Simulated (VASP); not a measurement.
# In in VASP: notebook

The runs below take In through relaxation of cell and atoms, single point, with BLYP+D4, PBE, PBE0.

Program: VASP 6.6.1. These are calculated values, not measurements. Logs are shortened: lines on timing, memory, paths and dates and some standing lists are left out, and cuts for length are marked.

### 1 The cell of the first run

It takes space group P6_3/mmc (No. 194, hexagonal). Conventional cell: a = 3.335 Å, b = 3.335 Å, c = 5.509 Å, α = 90.00°, β = 90.00°, γ = 120.00°. Within 4.4 Å of In (site symmetry -6m2) lie 12 In at 3.34 to 3.36 Å.

This isn't the form of In at room conditions, which is tetragonal.

### 2 Relaxation of cell and atoms, BLYP+D4

INCAR

```
SYSTEM = In
AGGAC    = 1.0          
AGGAX    = 1.0          
ALDAC    = 0.0          
ALDAX    = 1.0          
ALGO     = Normal         ! electronic algorithm
EDIFF    = 1E-6           ! SCF threshold, eV
EDIFFG   = -0.01          ! ionic threshold
ENCUT    = 600            ! plane-wave cutoff, eV
GGA      = B5             ! functional
IBRION   = 2              ! ionic algorithm
ISIF     = 3              ! what is computed and relaxed
ISMEAR   = -1             ! smearing method
IVDW     = 13             ! dispersion correction
LASPH    = .TRUE.         ! aspherical terms in the spheres
LCHARG   = .FALSE.        ! write CHGCAR
LREAL    = .FALSE.        ! projectors in reciprocal space
LWAVE    = .FALSE.        ! write WAVECAR
NELM     = 80             ! most SCF steps
NSW      = 60             ! ionic steps
PREC     = Accurate       ! precision mode
SIGMA    = 0.05           ! smearing width, eV
VDW_A1   = 0.44488865   
VDW_A2   = 4.0933009    
VDW_S6   = 1.0          
VDW_S8   = 2.34076671
```

KPOINTS

```
k-points
0
G
  9 9 5
  0 0 0
```

POSCAR

```
In
1.0
    3.3354847820      0.0000000000      0.0000000000
   -1.6677423910      2.8886145552      0.0000000000
    0.0000000000      0.0000000000      5.5091429200
In
2
Direct
    0.6666666667      0.3333333333      0.7500000000
    0.3333333333      0.6666666667      0.2500000000
```

Potentials or basis: VASP PAW PBE potentials, release 64 (In_d).

On the command line:

```console
$ cat potpaw_PBE.64/In_d/POTCAR > POTCAR
$ mpirun -np 1 vasp_std > vasp.out
```

OUTCAR:

```text
SYSTEM = In
   EDIFF = 1E-6
   EDIFFG = -0.01
   ENCUT = 600
   GGA = B5
   IBRION = 2
   ISIF = 3
   ISMEAR = -1
   IVDW = 13
   LASPH = .TRUE.
   LREAL = .FALSE.
   NELM = 80
   NSW = 60
   PREC = Accurate

 ion  position               nearest neighbor table
   1  0.667  0.333  0.750-   2 3.36   2 3.36   2 3.36   2 3.36   2 3.36   2 3.36
   2  0.333  0.667  0.250-   1 3.36   1 3.36   1 3.36   1 3.36   1 3.36   1 3.36

  LATTYP: Found a hexagonal cell.
 ALAT       =     3.3354847820
 C/A-ratio  =     1.6516768266

  Lattice vectors:

 A1 = (   3.3354847820,   0.0000000000,   0.0000000000)
 A2 = (  -1.6677423910,   2.8886145552,   0.0000000000)
 A3 = (   0.0000000000,   0.0000000000,   5.5091429200)

Analysis of symmetry for initial positions (statically):
=====================================================================
 Subroutine PRICEL returns:
 Original cell was already a primitive cell.

 Routine SETGRP: Setting up the symmetry group for a
 hexagonal supercell.

 Subroutine GETGRP returns: Found 24 space group operations
 (whereof 12 operations were pure point group operations)
 out of a pool of 24 trial point group operations.

The static configuration has the point symmetry D_3d.
 The point group associated with its full space group is D_6h.

Analysis of symmetry for dynamics (positions and initial velocities):
=====================================================================
 Subroutine PRICEL returns:
 Original cell was already a primitive cell.

 Routine SETGRP: Setting up the symmetry group for a
 hexagonal supercell.

 Subroutine GETGRP returns: Found 24 space group operations
 (whereof 12 operations were pure point group operations)
 out of a pool of 24 trial point group operations.

The dynamic configuration has the point symmetry D_3d.
 The point group associated with its full space group is D_6h.

 Subroutine INISYM returns: Found 24 space group operations
 (whereof 12 operations are pure point group operations),
 and found     1 'primitive' translations

----------------------------------------------------------------------------------------

                                     Primitive cell

  volume of cell :      53.0802

  direct lattice vectors                    reciprocal lattice vectors
     3.335484782  0.000000000  0.000000000     0.299806495  0.173093360  0.000000000
    -1.667742391  2.888614555  0.000000000     0.000000000  0.346186721  0.000000000
     0.000000000  0.000000000  5.509142920     0.000000000  0.000000000  0.181516438

  length of vectors
     3.335484782  3.335484782  5.509142920     0.346186721  0.346186721  0.181516438

  position of ions in fractional coordinates (direct lattice)
     0.666666667  0.333333333  0.750000000
     0.333333333  0.666666667  0.250000000

  ion indices of the primitive-cell ions
   primitive index   ion index
                 1           1
                 2           2

----------------------------------------------------------------------------------------

 KPOINTS: k-points

Automatic generation of k-mesh.
 Grid dimensions read from file:
 generate k-points for:    9    9    5

 Generating k-lattice:

  Cartesian coordinates                     Fractional coordinates (reciprocal lattice)
     0.033311833  0.019232596  0.000000000     0.111111111  0.000000000  0.000000000
     0.000000000  0.038465191  0.000000000     0.000000000  0.111111111  0.000000000
     0.000000000  0.000000000  0.036303288     0.000000000  0.000000000  0.200000000

  Length of vectors
     0.038465191  0.038465191  0.036303288

  Shift w.r.t. Gamma in fractional coordinates (k-lattice)
     0.000000000  0.000000000  0.000000000

 Subroutine IBZKPT returns following result:
 ===========================================

 Found     36 irreducible k-points:

 Following reciprocal coordinates:
            Coordinates               Weight
  0.000000  0.000000  0.000000      1.000000
  0.111111  0.000000  0.000000      6.000000
  0.222222  0.000000  0.000000      6.000000
  0.333333  0.000000  0.000000      6.000000
  0.444444  0.000000  0.000000      6.000000
  0.111111  0.111111  0.000000      6.000000
[... 16 lines left out ...]
  0.333333  0.222222  0.200000     24.000000
  0.333333  0.333333  0.200000      4.000000
 [... further k-points ...]
   k-points           NKPTS =     36   k-points in BZ     NKDIM =     36   number of bands    NBANDS=     17
   number of dos      NEDOS =    301   number of ions     NIONS =      2
   total plane-waves  NPLWV =  37632
   dimension x,y,z NGX =    28 NGY =   28 NGZ =   48
   dimension x,y,z NGXF=    56 NGYF=   56 NGZF=   96
   ions per type =               2
   NGX,Y,Z   is equivalent  to a cutoff of  13.96, 13.96, 14.48 a.u.
   NGXF,Y,Z  is equivalent  to a cutoff of  27.91, 27.91, 28.97 a.u.
 SYSTEM =  In
   PREC   = accura    normal or accurate (medium, high low for compatibility)
   ISTART =      0    job   : 0-new  1-cont  2-samecut
   ICHARG =      2    charge: 1-file 2-atom 10-const
   ISPIN  =      1    spin polarized calculation?
   LNONCOLLINEAR =      F non collinear calculations
   LSORBIT =      F    spin-orbit coupling
   LASPH  =      T    aspherical Exc in radial PAW
   ENCUT  =  600.0 eV  44.10 Ry    6.64 a.u.   6.66  6.66 11.00*2*pi/ulx,y,z
   NELM   =     80;   NELMIN=  2; NELMDL= -5     # of ELM steps
   EDIFF  = 0.1E-05   stopping-criterion for ELM
   LREAL  =      F    real-space projection
   EDIFFG = -.1E-01   stopping-criterion for IOM
   NSW    =     60    number of steps for IOM
   IBRION =      2    ionic relax: 0-MD 1-quasi-New 2-CG
   NFREE  =      1    steps in history (QN), initial steepest desc. (CG)
   ISIF   =      3    stress and relaxation
   ISYM   =      2    0-nonsym 1-usesym 2-fastsym
   POTIM  = 0.5000    time-step for ionic-motion
   TEBEG  =    0.0;   TEEND  =   0.0 temperature during run
   PSTRESS=    0.0 pullay stress
   NELECT =      26.0000    total number of electrons
   NUPDOWN=      -1.0000    fix difference up-down
   EMIN   =  10.00;   EMAX   =-10.00  energy-range for DOS
   EFERMI =   0.00;   METHOD = LEGACY
   ISMEAR =    -1;   SIGMA  =   0.05  broadening in eV -4-tet -1-fermi 0-gaus
   EFERMI_NEDOS =   21; number of points for ismear=-14 and -15
   IALGO  =     38    algorithm
   IMIX   =      4    mixing-type and parameters
     AMIX     =   0.40;   BMIX     =  1.00
     AMIX_MAG =   1.60;   BMIX_MAG =  1.00
  volume/ion in A,a.u.               =      26.54       179.10
  Fermi-wavevector in a.u.,A,eV,Ry     =   1.290491  2.438675 22.658704  1.665368
  Thomas-Fermi vector in A             =   2.422320
   LORBIT       =      0    0 simple, 1 ext, 2 COOP (PROOUT), +10 PAW based schemes
   GGA     = B5    functional components
   LHFCALC =     F    Hartree Fock is set to
   AEXX    =    0.0000 exact exchange contribution
   IVDW    =    13    specifies the selected vdW correction
   LEPSILON=     F    determine dielectric tensor
   LRPA    =     F    only Hartree local field effects (RPA)
 conjugate gradient relaxation of ions
 non-spin polarized calculation
  energy-cutoff  :      600.00
  volume of cell :       53.08
 maximum number of plane-waves:      1789
 NGX is ok and might be reduce to    28
   NGX = 13   NGY = 13   NGZ = 23

--------------------------------------- Ionic step        1  -------------------------------------------

 number of electron      25.9999998 magnetization

 Free energy of the ion-electron system (eV)
  ---------------------------------------------------
  ext. energy  EPLUGINS =         0.00000000
  ---------------------------------------------------
  free energy    TOTEN  =        -3.56125524 eV

  energy without entropy =       -3.54503496  energy(sigma->0) =       -3.55314510

------------------------ aborting loop because EDIFF is reached ----------------------------------------

  DFT-D4 for vdW energy calculation

  Edisp (eV):   -1.29882

  FORCE on cell =-STRESS in cart. coord.  units (eV):
  Direction    XX          YY          ZZ          XY          YZ          ZX
  --------------------------------------------------------------------------------------
  -------------------------------------------------------------------------------------
  Total       0.56038     0.56038     0.74460     0.00000     0.00000     0.00000
  in kB      16.91441    16.91441    22.47492     0.00000     0.00000     0.00000
  external pressure =       18.77 kB  Pullay stress =        0.00 kB
[... 97 lines left out ...]
  FREE ENERGIE OF THE ION-ELECTRON SYSTEM (eV)
  ---------------------------------------------------
  free  energy   TOTEN  =        -4.8784492287 eV

  energy  without entropy=       -4.8611979899  energy(sigma->0) =       -4.86982361

[... ionic steps 4 to 11 ...]

--------------------------------------- Ionic step       12  -------------------------------------------

 number of electron      26.0000000 magnetization

------------------------ aborting loop because EDIFF is reached ----------------------------------------

  DFT-D4 for vdW energy calculation

  Edisp (eV):   -1.23272
[... 69 lines left out ...]
  energy  without entropy=       -4.8842869222  energy(sigma->0) =       -4.88755841

--------------------------------------- Ionic step       14  -------------------------------------------

 number of electron      25.9999999 magnetization

 Free energy of the ion-electron system (eV)
  ---------------------------------------------------
  ext. energy  EPLUGINS =         0.00000000
  ---------------------------------------------------
  free energy    TOTEN  =        -3.65700301 eV

  energy without entropy =       -3.65027871  energy(sigma->0) =       -3.65364086

 E-fermi :   7.3230     XC(G=0):  -9.3457

 val. band max:        7.3044703327   @ k =   0.3333   0.0000   0.0000
 cond. band min:       7.4635470171   @ k =   0.2222   0.2222   0.2000
 fundamental gap:      0.1590766844
 Fermi energy:         7.3230432784

 k-point     1 :       0.0000    0.0000    0.0000
  band No.  band energies     occupation
      1      -7.4551      2.00000
      2      -7.4539      2.00000
      3      -7.3881      2.00000
      4      -7.3881      2.00000
      5      -7.3725      2.00000
      6      -7.3725      2.00000
[... 9 lines left out ...]
     16      16.1149      0.00000
     17      17.6686      0.00000
[... 443 lines left out ...]
      1      -7.4226      2.00000
      2      -7.3687      2.00000
      3      -7.3687      2.00000
      4      -7.2782      2.00000
      5      -7.2782      2.00000
      6      -7.2744      2.00000
[... 9 lines left out ...]
     16       8.4814      0.00000
     17      11.2817      0.00000

 [... further k-points ...]

------------------------ aborting loop because EDIFF is reached ----------------------------------------

  DFT-D4 for vdW energy calculation

  Edisp (eV):   -1.23389

  FORCE on cell =-STRESS in cart. coord.  units (eV):
  Direction    XX          YY          ZZ          XY          YZ          ZX
  --------------------------------------------------------------------------------------
  -------------------------------------------------------------------------------------
  Total      -0.00919    -0.00919    -0.01910    -0.00000     0.00000     0.00000
  in kB      -0.26307    -0.26307    -0.54679    -0.00000     0.00000     0.00000
  external pressure =       -0.36 kB  Pullay stress =        0.00 kB
[... 17 lines left out ...]
  FREE ENERGIE OF THE ION-ELECTRON SYSTEM (eV)
  ---------------------------------------------------
  free  energy   TOTEN  =        -4.8908966180 eV

  energy  without entropy=       -4.8841723195  energy(sigma->0) =       -4.88753447

 reached required accuracy - stopping structural energy minimisation
```

Wall time 6.5 min (1 thread of Intel Xeon 8259CL, shared host); peak memory 0.21 GiB.

What came out:

* Free energy: -4.8909 eV
* Relaxed volume: 27.99 Å³/atom
* Relaxed cell: a = 3.304 Å, b = 3.304 Å, c = 5.923 Å, α = 90.00°, β = 90.00°, γ = 120.00°
* Space group after relaxing (to 0.1 Å): P6_3/mmc (No. 194)
* Energy gained by relaxing: 15.4 meV/atom
* Ionic steps: 14
* Pressure after relaxing: 0.0 GPa
* Band gap on the k mesh: zero (bands 13 and 14 overlap by 3.43 eV)
* Dispersion energy per atom: -0.617 eV

Step by step:
| step | energy change (eV) | largest force (eV/Å) | pressure (GPa) | volume (Å³) |
| --- | --- | --- | --- | --- |
| 1 | 0.0000 | 0.0000 | 1.88 | 53.08 |
| 2 | -0.0174 | 0.0000 | 0.35 | 55.50 |
| 3 | -0.0184 | 0.0000 | -0.08 | 56.21 |
| 4 | -0.0184 | 0.0000 | 0.02 | 56.14 |
| 5 | -0.0200 | 0.0000 | -0.06 | 56.20 |
| 6 | -0.0248 | 0.0000 | -0.14 | 56.36 |
| 7 | -0.0300 | 0.0000 | -0.37 | 56.61 |
| 8 | -0.0299 | 0.0000 | -0.43 | 56.58 |
| 9 | -0.0307 | 0.0000 | 0.00 | 55.90 |
| 10 | -0.0308 | 0.0000 | -0.14 | 56.08 |
| 11 | -0.0307 | 0.0000 | -0.08 | 56.02 |
| 12 | -0.0308 | 0.0000 | -0.06 | 56.03 |
| 13 | -0.0308 | 0.0000 | -0.08 | 56.06 |
| 14 | -0.0308 | 0.0000 | -0.04 | 55.98 |

Final structure:
```
In
1.0
     3.30360    0.00000    0.00000
    -1.65180    2.86100    0.00000
     0.00000    0.00000    5.92253
In
2
Cartesian
  1.6518 0.9537 4.4419
  0.0000 1.9073 1.4806
```

Caveat: the PAW data sets were made with another functional, which shifts forces and pressure a little; spin-orbit coupling is left out, which moves the levels of the heavy elements.

### 3 Single point, PBE (atoms moved at random)

INCAR

```
SYSTEM = In
ALGO     = Fast           ! electronic algorithm
EDIFF    = 1E-7           ! SCF threshold, eV
ENCUT    = 520            ! plane-wave cutoff, eV
GGA      = PE             ! functional
ISIF     = 2              ! what is computed and relaxed
ISMEAR   = -1             ! smearing method
LASPH    = .True.         ! aspherical terms in the spheres
LCHARG   = .False.        ! write CHGCAR
LREAL    = .False.        ! projectors in reciprocal space
LWAVE    = .False.        ! write WAVECAR
NBANDS   = 20             ! bands
NELM     = 100            ! most SCF steps
PREC     = Accurate       ! precision mode
SIGMA    = 0.05           ! smearing width, eV
```

KPOINTS

```
k-points
0
Gamma
  9 9 5
  0 0 0
```

POSCAR

```
In
1.0
    3.3354847820      0.0000000000      0.0000000000
   -1.6677423910      2.8886145552      0.0000000000
    0.0000000000      0.0000000000      5.5091429200
In
2
Direct
    0.6700150000      0.3359070000      0.7490450000
    0.3203740000      0.6802210000      0.2562600000
```

Potentials or basis: VASP PAW PBE potentials, release 64 (In_d).

On the command line:

```console
$ cat potpaw_PBE.64/In_d/POTCAR > POTCAR
$ mpirun -np 1 vasp_std > vasp.out
```

Wall time 12 min (1 thread of AMD EPYC, shared host); peak memory 0.27 GiB.

The run converged. Its results:

```
Free energy            : -5.0784 eV
Pressure               : 1.5 GPa
Largest force          : 0.115 eV/Å
Band gap on the k mesh : zero (bands 13 and 14 overlap by 4.06 eV)
```

Forces in eV/Å, atoms in the order of the input:
```
In  -0.016  0.006  0.114
In   0.016 -0.006 -0.114
```

Stress tensor (GPa, compression positive):
```
 1.49  0.18 -0.02
 0.18  1.66  0.01
-0.02  0.01  1.31
```

Levels at points of the mesh, in eV from the Fermi level:
```
           k point  band 10  band 11  band 12  band 13  band 14  band 15  band 16  band 17
(0.00, 0.00, 0.00)   -14.37    -9.51    -4.50    -3.41     8.21     8.45     9.94    10.24
```

Caveat: the cell differs from its parent crystal (atoms moved at random); spin-orbit coupling is left out, which moves the levels of the heavy elements.

### 4 Single point, PBE0

POSCAR

```
In
1.0
    3.3301405170      0.0000000000      0.0000000000
   -1.6650702585      2.8839862859      0.0000000000
    0.0000000000      0.0000000000      5.5316403840
In
2
Direct
    0.6666666667      0.3333333333      0.7500000000
    0.3333333333      0.6666666667      0.2500000000
```

INCAR.step1

```
PREC     = Accurate       # precision mode
ENCUT    = 520            # plane-wave cutoff, eV
EDIFF    = 1E-5           # SCF threshold, eV
ISMEAR   = -1             # smearing method
SIGMA    = 0.05           # smearing width, eV
LREAL    = F              # projectors in reciprocal space
LASPH    = T              # aspherical terms in the spheres
NELM     = 80             # most SCF steps
ALGO     = Normal         # electronic algorithm
ISIF     = 2              # what is computed and relaxed
LWAVE    = T              # write WAVECAR
LCHARG   = F              # write CHGCAR
NBANDS   = 20             # bands
GGA      = PE             # functional
```

INCAR.step2

```
PREC     = Accurate       # precision mode
ENCUT    = 520            # plane-wave cutoff, eV
EDIFF    = 1E-7           # SCF threshold, eV
ISMEAR   = -1             # smearing method
SIGMA    = 0.05           # smearing width, eV
LREAL    = F              # projectors in reciprocal space
LASPH    = T              # aspherical terms in the spheres
NELM     = 80             # most SCF steps
ALGO     = Normal         # electronic algorithm
ISIF     = 2              # what is computed and relaxed
LWAVE    = F              # write WAVECAR
LCHARG   = F              # write CHGCAR
GGA      = PE             # functional
LHFCALC  = T              # exact exchange
AEXX     = 0.25           # exact-exchange fraction
PRECFOCK = Normal       
NBANDS   = 20             # bands
ISTART   = 1
```

KPOINTS

```
regular mesh
0
Gamma
  5 5 3
```

On the command line:

```console
$ cat potpaw_PBE.64/In_d/POTCAR > POTCAR
$ cp INCAR.step1 INCAR
$ mpirun -np 1 vasp_std > vasp.out
$ cp INCAR.step2 INCAR
$ mpirun -np 1 vasp_std > vasp.out
```

Run time: 39 min. Hardware: 1 thread of Intel Xeon Platinum 8259CL at 2.50GHz (Skylake/Cascade Lake), shared host; peak memory 0.19 GiB.

The run converged. Its results:

| Quantity | Value |
| --- | --- |
| Free energy | -6.4607 eV |
| Pressure | -0.1 GPa |
| Band gap on the k mesh | zero (bands 13 and 14 overlap by 3.06 eV) |

Stress tensor (GPa, compression positive):
```
-0.10  0.00  0.00
 0.00 -0.10  0.00
 0.00  0.00 -0.18
```

Levels at points of the mesh, in eV from the Fermi level:
| k point | band 9 | band 10 | band 11 | band 12 | band 13 | band 14 | band 15 | band 16 | band 17 | band 18 |
| --- | --- | --- | --- | --- | --- | --- | --- | --- | --- | --- |
| (0.00, 0.00, 0.00) | -16.90 | -16.90 | -11.26 | -5.49 | -4.30 | 9.59 | 9.59 | 11.36 | 11.41 | 11.41 |

Caveat: the k points lie up to 0.44 Å⁻¹ apart, too coarse for converged energies and pressures of a metal; the PAW data sets were made with another functional, which shifts forces and pressure a little; spin-orbit coupling is left out, which moves the levels of the heavy elements.

### 5 Summary

| task | level | cell | k mesh | cutoff (eV) | grid for exact exchange (PRECFOCK) | share of exact exchange | gap on the mesh (eV) | pressure (GPa) |
| --- | --- | --- | --- | --- | --- | --- | --- | --- |
| relaxation of cell and atoms | BLYP+D4 | relaxed from a = 3.335, b = 3.335, c = 5.509 Å, angles 90.0, 90.0, 120.0°, 2 atoms, atomic positions A | 9 × 9 × 5 | 600 | - | - | none | 0.0 |
| single point | PBE | a = 3.335, b = 3.335, c = 5.509 Å, angles 90.0, 90.0, 120.0°, 2 atoms, atomic positions B | 9 × 9 × 5 | 520 | - | - | none | 1.5 |
| single point | PBE0 | a = 3.330, b = 3.330, c = 5.532 Å, angles 90.0, 90.0, 120.0°, 2 atoms, atomic positions A | 5 × 5 × 3 | 520 | Normal | 0.25 | none | -0.1 |

Alike in all rows: potentials or basis VASP PAW PBE potentials, release 64 (In_d); no spin polarisation; smearing fermi-dirac 0.05 eV.

Caveats: some runs use coarse meshes; spin-orbit coupling is left out, which moves the levels of the heavy elements; the PAW data sets were made with another functional, which shifts forces and pressure a little (at least some runs).

Total energies depend on the potentials used, so only differences within one code and one set of settings carry meaning.

The gap in the log of VASP goes by the Fermi energy; the results here count the filled bands.